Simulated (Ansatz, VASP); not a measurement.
**SnGe2 in VASP and in Ansatz**

```
CELL_PARAMETERS angstrom
0.00000 2.26284 6.78853
2.16908 0.00000 6.78853
2.16908 2.26284 0.00000
ATOMIC_POSITIONS crystal
Sn 0.00000 0.00000 0.00000
Ge 0.66667 0.66667 0.33333
Ge 0.33333 0.33333 0.66667
```

Alike in both runs: task single point; functional PBE; k mesh 6 × 6 × 6; occupations gaussian, width 0.1 eV; no spin polarisation.

|  | VASP | Ansatz |
| --- | --- | --- |
| version | VASP 6.6.1 | Ansatz 0.2.0 |
| potentials or method | VASP PAW PBE potentials, release 64 (Sn_d, Ge_d), cutoff 520 eV | scalar-relativistic, plane waves, PAW |
| valence electrons in the cell | 42 | 42 |

Ansatz gave:

| Item | Value |
| --- | --- |
| gap on the k mesh at the Fermi level (eV) | none |
| pressure (GPa) | 1.0 |
| traceless stress, the component that is largest in VASP (GPa) | -1.37 |
| rms of the force components (eV/Å) | 0.282 |

**Question.** Which values does VASP return?

**Answer.** gap on the k mesh at the Fermi level (eV): none; pressure (GPa): 0.9; traceless stress, the component that is largest in VASP (GPa): -1.36; rms of the force components (eV/Å): 0.282.

Atom by atom the forces differ by 0.000 eV/Å (rms over components). A gap of «none» marks a metal or a gap that the smearing closes.
